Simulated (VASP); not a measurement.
# SnRu4 (P-43m) in VASP: a series of runs

SnRu4 is run at these levels: PBE; tasks: single point, relaxation of cell and atoms.

All numbers are computed with VASP 6.6.1; they aren't measurements. Logs are shortened: lines on timing, memory, paths and dates and some standing lists are left out, and cuts for length are marked.

## 1. The cell of the first run

The structure is cubic, space group P-43m (No. 215). Conventional cell: a = 4.465 Å, b = 4.465 Å, c = 4.465 Å, α = 90.00°, β = 90.00°, γ = 90.00°. Sn (site symmetry -43m) has 4 Ru at 1.93 Å within 2.6 Å. Ru (site symmetry 3m) has 1 Sn at 1.93 Å within 2.6 Å.

The cell was built from a structure type or drawn by symmetry, and may not be a known phase.

## 2. Single point, PBE

File INCAR:

```
PREC = Accurate ; ENCUT = 520
EDIFF = 1E-7 ; ISMEAR = 0
SIGMA = 0.1 ; LREAL = False
LASPH = True ; NELM = 60
ALGO = Normal ; ISIF = 2
LWAVE = False ; LCHARG = False
GGA = PE ; NBANDS = 43
```

File KPOINTS:

```
regular mesh
0
Gamma
  4 4 4
```

File POSCAR:

```
SnRu4
1.0
    4.4651049600      0.0000000000      0.0000000000
    0.0000000000      4.4651049600      0.0000000000
    0.0000000000      0.0000000000      4.4651049600
Sn Ru
1 4
Direct
    0.0000000000      0.0000000000      0.0000000000
    0.2500000000      0.2500000000      0.2500000000
    0.7500000000      0.7500000000      0.2500000000
    0.2500000000      0.7500000000      0.7500000000
    0.7500000000      0.2500000000      0.7500000000
```

Potentials or basis: VASP PAW PBE potentials, release 64 (Sn_d, Ru_pv).

Started as:

```console
$ cat potpaw_PBE.64/Sn_d/POTCAR potpaw_PBE.64/Ru_pv/POTCAR > POTCAR
$ mpirun -np 1 vasp_std > vasp.out
```

OUTCAR:

```text
PREC = Accurate
   ENCUT = 520
   EDIFF = 1E-7
   ISMEAR = 0
   LREAL = False
   LASPH = True
   NELM = 60
   ISIF = 2
   GGA = PE

 ion  position               nearest neighbor table
   1  0.000  0.000  0.000-   2 1.93   3 1.93   4 1.93   5 1.93
   2  0.250  0.250  0.250-   1 1.93   3 3.16   4 3.16   5 3.16   4 3.16   5 3.16   3 3.16   4 3.16
                             4 3.16   3 3.16   5 3.16   5 3.16   3 3.16
   3  0.750  0.750  0.250-   1 1.93   2 3.16   4 3.16   5 3.16   4 3.16   5 3.16   2 3.16   5 3.16
                             5 3.16   2 3.16   4 3.16   4 3.16   2 3.16
   4  0.250  0.750  0.750-   1 1.93   2 3.16   3 3.16   5 3.16   2 3.16   3 3.16   2 3.16   5 3.16
                             2 3.16   3 3.16   5 3.16   3 3.16   5 3.16
   5  0.750  0.250  0.750-   1 1.93   2 3.16   3 3.16   4 3.16   2 3.16   3 3.16   3 3.16   4 3.16
                             3 3.16   2 3.16   4 3.16   2 3.16   4 3.16

  LATTYP: Found a simple cubic cell.
 ALAT       =     4.4651049600

  Lattice vectors:

 A1 = (   4.4651049600,   0.0000000000,   0.0000000000)
 A2 = (   0.0000000000,   4.4651049600,   0.0000000000)
 A3 = (   0.0000000000,   0.0000000000,   4.4651049600)

Analysis of symmetry for initial positions (statically):
=====================================================================
 Subroutine PRICEL returns:
 Original cell was already a primitive cell.

 Routine SETGRP: Setting up the symmetry group for a
 simple cubic supercell.

 Subroutine GETGRP returns: Found 24 space group operations
 (whereof 24 operations were pure point group operations)
 out of a pool of 48 trial point group operations.

The static configuration has the point symmetry T_d .

Analysis of symmetry for dynamics (positions and initial velocities):
=====================================================================
 Subroutine PRICEL returns:
 Original cell was already a primitive cell.

 Routine SETGRP: Setting up the symmetry group for a
 simple cubic supercell.

 Subroutine GETGRP returns: Found 24 space group operations
 (whereof 24 operations were pure point group operations)
 out of a pool of 48 trial point group operations.

The dynamic configuration has the point symmetry T_d .

 Subroutine INISYM returns: Found 24 space group operations
 (whereof 24 operations are pure point group operations),
 and found     1 'primitive' translations

----------------------------------------------------------------------------------------

                                     Primitive cell

  volume of cell :      89.0215

  direct lattice vectors                    reciprocal lattice vectors
     4.465104960  0.000000000  0.000000000     0.223958901  0.000000000  0.000000000
     0.000000000  4.465104960  0.000000000     0.000000000  0.223958901  0.000000000
     0.000000000  0.000000000  4.465104960     0.000000000  0.000000000  0.223958901

  length of vectors
     4.465104960  4.465104960  4.465104960     0.223958901  0.223958901  0.223958901

  position of ions in fractional coordinates (direct lattice)
     0.000000000  0.000000000  0.000000000
     0.250000000  0.250000000  0.250000000
     0.750000000  0.750000000  0.250000000
     0.250000000  0.750000000  0.750000000
     0.750000000  0.250000000  0.750000000

  ion indices of the primitive-cell ions
   primitive index   ion index
                 1           1
                 2           2
                 3           3
                 4           4
                 5           5

----------------------------------------------------------------------------------------

 KPOINTS: regular mesh

Automatic generation of k-mesh.
 Grid dimensions read from file:
 generate k-points for:    4    4    4

 Generating k-lattice:

  Cartesian coordinates                     Fractional coordinates (reciprocal lattice)
     0.055989725  0.000000000  0.000000000     0.250000000  0.000000000  0.000000000
     0.000000000  0.055989725  0.000000000     0.000000000  0.250000000  0.000000000
     0.000000000  0.000000000  0.055989725     0.000000000  0.000000000  0.250000000

  Length of vectors
     0.055989725  0.055989725  0.055989725

  Shift w.r.t. Gamma in fractional coordinates (k-lattice)
     0.000000000  0.000000000  0.000000000

 Subroutine IBZKPT returns following result:
 ===========================================

 Found     10 irreducible k-points:

 Following reciprocal coordinates:
            Coordinates               Weight
  0.000000  0.000000  0.000000      1.000000
  0.250000  0.000000  0.000000      6.000000
  0.500000  0.000000  0.000000      3.000000
  0.250000  0.250000  0.000000     12.000000
  0.500000  0.250000  0.000000     12.000000
  0.500000  0.500000  0.000000      3.000000
  0.250000  0.250000  0.250000      8.000000
  0.500000  0.250000  0.250000     12.000000
  0.500000  0.500000  0.250000      6.000000
  0.500000  0.500000  0.500000      1.000000
   k-points           NKPTS =     10   k-points in BZ     NKDIM =     10   number of bands    NBANDS=     43
   number of dos      NEDOS =    301   number of ions     NIONS =      5
   total plane-waves  NPLWV =  46656
   dimension x,y,z NGX =    36 NGY =   36 NGZ =   36
   dimension x,y,z NGXF=    72 NGYF=   72 NGZF=   72
   ions per type =               1   4
   NGX,Y,Z   is equivalent  to a cutoff of  13.40, 13.40, 13.40 a.u.
   NGXF,Y,Z  is equivalent  to a cutoff of  26.81, 26.81, 26.81 a.u.
 SYSTEM =  unknown system
   PREC   = accura    normal or accurate (medium, high low for compatibility)
   ISTART =      0    job   : 0-new  1-cont  2-samecut
   ICHARG =      2    charge: 1-file 2-atom 10-const
   ISPIN  =      1    spin polarized calculation?
   LNONCOLLINEAR =      F non collinear calculations
   LSORBIT =      F    spin-orbit coupling
   LASPH  =      T    aspherical Exc in radial PAW
   ENCUT  =  520.0 eV  38.22 Ry    6.18 a.u.   8.30  8.30  8.30*2*pi/ulx,y,z
   NELM   =     60;   NELMIN=  2; NELMDL= -5     # of ELM steps
   EDIFF  = 0.1E-06   stopping-criterion for ELM
   LREAL  =      F    real-space projection
   EDIFFG = 0.1E-05   stopping-criterion for IOM
   NSW    =      0    number of steps for IOM
   IBRION =     -1    ionic relax: 0-MD 1-quasi-New 2-CG
   NFREE  =      0    steps in history (QN), initial steepest desc. (CG)
   ISIF   =      2    stress and relaxation
   ISYM   =      2    0-nonsym 1-usesym 2-fastsym
   POTIM  = 0.5000    time-step for ionic-motion
   TEBEG  =    0.0;   TEEND  =   0.0 temperature during run
   PSTRESS=    0.0 pullay stress
   NELECT =      70.0000    total number of electrons
   NUPDOWN=      -1.0000    fix difference up-down
   EMIN   =  10.00;   EMAX   =-10.00  energy-range for DOS
   EFERMI =   0.00;   METHOD = LEGACY
   ISMEAR =     0;   SIGMA  =   0.10  broadening in eV -4-tet -1-fermi 0-gaus
   EFERMI_NEDOS =   21; number of points for ismear=-14 and -15
   IALGO  =     38    algorithm
   IMIX   =      4    mixing-type and parameters
     AMIX     =   0.40;   BMIX     =  1.00
     AMIX_MAG =   1.60;   BMIX_MAG =  1.00
  volume/ion in A,a.u.               =      17.80       120.15
  Fermi-wavevector in a.u.,A,eV,Ry     =   1.511040  2.855451 31.065374  2.283241
  Thomas-Fermi vector in A             =   2.621150
   LORBIT       =      0    0 simple, 1 ext, 2 COOP (PROOUT), +10 PAW based schemes
   GGA     = PE    functional components
   LHFCALC =     F    Hartree Fock is set to
   AEXX    =    0.0000 exact exchange contribution
   IVDW    =     0    specifies the selected vdW correction
   LEPSILON=     F    determine dielectric tensor
   LRPA    =     F    only Hartree local field effects (RPA)
 non-spin polarized calculation
 Gauss-broadening in eV      SIGMA  =   0.10
  energy-cutoff  :      520.00
  volume of cell :       89.02
 maximum number of plane-waves:      2440
 NGX is ok and might be reduce to    36
   NGX = 17   NGY = 17   NGZ = 17

 number of electron      69.9999967 magnetization

 Free energy of the ion-electron system (eV)
  ---------------------------------------------------
  ext. energy  EPLUGINS =         0.00000000
  ---------------------------------------------------
  free energy    TOTEN  =       -13.54742268 eV

  energy without entropy =      -13.49421465  energy(sigma->0) =      -13.52081867

 E-fermi :   9.0469     XC(G=0): -12.1700

 val. band max:        9.0039992227   @ k =   0.5000   0.2500   0.2500
 cond. band min:       9.0685908084   @ k =   0.2500   0.0000   0.0000
 fundamental gap:      0.0645915856
 Fermi energy:         9.0469358579

 k-point     1 :       0.0000    0.0000    0.0000
  band No.  band energies     occupation
      1     -33.8203      2.00000
      2     -33.6984      2.00000
      3     -33.6984      2.00000
      4     -33.6984      2.00000
      5     -33.1422      2.00000
      6     -33.1422      2.00000
[... 35 lines left out ...]
     42      14.6726      0.00000
     43      14.6726      0.00000

 k-point     2 :       0.2500    0.0000    0.0000
  band No.  band energies     occupation
      1     -33.8029      2.00000
      2     -33.7167      2.00000
      3     -33.6988      2.00000
      4     -33.6988      2.00000
      5     -33.1238      2.00000
      6     -33.1173      2.00000
[... 35 lines left out ...]
     42      14.6426      0.00000
     43      14.6426      0.00000

 k-point     3 :       0.5000    0.0000    0.0000
  band No.  band energies     occupation
      1     -33.7626      2.00000
      2     -33.7579      2.00000
      3     -33.6992      2.00000
      4     -33.6992      2.00000
      5     -33.0903      2.00000
      6     -33.0629      2.00000
[... 35 lines left out ...]
     42      14.5474      0.00000
     43      14.5474      0.00000

 k-point     4 :       0.2500    0.2500    0.0000
  band No.  band energies     occupation
      1     -33.7911      2.00000
      2     -33.7311      2.00000
      3     -33.6987      2.00000
      4     -33.6977      2.00000
      5     -33.1061      2.00000
      6     -33.1057      2.00000
[... 219 lines left out ...]
     42      13.2973      0.00000
     43      13.6145      0.00000

 k-point     9 :       0.5000    0.5000    0.2500
  band No.  band energies     occupation
      1     -33.8111      2.00000
      2     -33.7161      2.00000
      3     -33.6968      2.00000
      4     -33.6968      2.00000
      5     -33.1026      2.00000
      6     -33.1026      2.00000
[... 35 lines left out ...]
     42      13.6376      0.00000
     43      14.8168      0.00000

 k-point    10 :       0.5000    0.5000    0.5000
  band No.  band energies     occupation
      1     -33.8309      2.00000
      2     -33.6966      2.00000
      3     -33.6966      2.00000
      4     -33.6966      2.00000
      5     -33.1190      2.00000
      6     -33.1190      2.00000
[... 35 lines left out ...]
     42      13.5860      0.00000
     43      13.5929      0.00000

------------------------ aborting loop because EDIFF is reached ----------------------------------------

  FORCE on cell =-STRESS in cart. coord.  units (eV):
  Direction    XX          YY          ZZ          XY          YZ          ZX
  --------------------------------------------------------------------------------------
  -------------------------------------------------------------------------------------
  Total       45.1085439     45.1085439     45.1085439      0.0000000     -0.0000000     -0.0000000
  in kB      811.8473440    811.8473440    811.8473440      0.0000000     -0.0000000     -0.0000000
  external PRESSURE =     811.8473440 kB  Pullay stress =       0.0000000 kB

 VOLUME and BASIS-vectors are now :
 -----------------------------------------------------------------------------
  energy-cutoff  :      520.00
  volume of cell :       89.02
      direct lattice vectors                 reciprocal lattice vectors
     4.465104960  0.000000000  0.000000000     0.223958901  0.000000000  0.000000000
     0.000000000  4.465104960  0.000000000     0.000000000  0.223958901  0.000000000
     0.000000000  0.000000000  4.465104960     0.000000000  0.000000000  0.223958901

 POSITION                                       TOTAL-FORCE (eV/Angst)
 -----------------------------------------------------------------------------------
      0.00000      0.00000      0.00000        -0.000000      0.000000      0.000000
      1.11628      1.11628      1.11628        14.236630     14.236630     14.236630
      3.34883      3.34883      1.11628       -14.236630    -14.236630     14.236630
      1.11628      3.34883      3.34883        14.236630    -14.236630    -14.236630
      3.34883      1.11628      3.34883       -14.236630     14.236630    -14.236630
 -----------------------------------------------------------------------------------
    total drift:                                0.000000      0.000000     -0.000000

  FREE ENERGIE OF THE ION-ELECTRON SYSTEM (eV)
  ---------------------------------------------------
  free  energy   TOTEN  =       -13.5474226834 eV

  energy  without entropy=      -13.4942146542  energy(sigma->0) =      -13.52081867
```

Run time: 36 s. Hardware: 1 thread of Intel Xeon Platinum 8259CL at 2.50GHz (Skylake/Cascade Lake), shared host; peak memory 0.21 GiB.

What came out:

```
Free energy            : -13.5474 eV
Pressure               : 81.2 GPa
Band gap on the k mesh : zero (bands 35 and 36 overlap by 0.82 eV)
```

Levels at points of the mesh, in eV from the Fermi level:
```tsv
k point	band 33	band 34	band 35	band 36	band 37	band 38
(0.00, 0.00, 0.00)	0.42	0.42	0.42	0.60	0.88	0.88
(0.50, 0.00, 0.00)	-0.78	-0.57	-0.57	-0.40	0.04	0.61
(0.50, 0.50, 0.00)	-0.89	-0.54	-0.54	-0.28	-0.26	1.16
(0.50, 0.50, 0.50)	-0.09	0.03	0.03	0.03	0.60	0.60
```

Caveat: atoms lie so close that the PAW spheres overlap strongly, which falsifies energies and pressures; the cell stands under pressure; spin-orbit coupling is left out, which moves the levels of the heavy elements.

(Continued in part 2 of 3.)
